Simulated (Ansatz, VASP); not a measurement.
# One calculation of Li, two programs

```
Li
1.0
     0.00000   -2.08861   -2.08861
     0.00000    2.08861   -2.08861
     4.17722    0.00000    0.00000
Li
2
Direct
  0.52035 0.47965 0.50000
  0.97965 0.02035 0.00000
```

Change from the starting cell: mode 4 frozen in at -0.085 Å, equal normal strain along x, y and z +0.0000.

Alike in both runs: task single point; functional PBE; dispersion D3(BJ); k mesh 16 × 16 × 12; occupations gaussian, width 0.15 eV; no spin polarisation.

|  | VASP | Ansatz |
| --- | --- | --- |
| version | VASP 6.6.1 | Ansatz 0.2.0 |
| potentials or method | VASP PAW PBE potentials, release 64 (Li_sv), cutoff 520 eV | scalar-relativistic, plane waves, PAW |
| valence electrons in the cell | 6 | 6 |

|  | VASP | Ansatz | Ansatz less VASP |
| --- | --- | --- | --- |
| gap on the k mesh at the Fermi level (eV) | none | none | - |
| rms of the force components (eV/Å) | 0.081 | 0.081 | +0.0003 |

Atom by atom the forces differ by 0.000 eV/Å (rms over components). A gap of «none» marks a metal or a gap that the smearing closes.

Noted on VASP's run: the cutoff is under 1.25 times that of the potentials, so the pressure is a little rough.
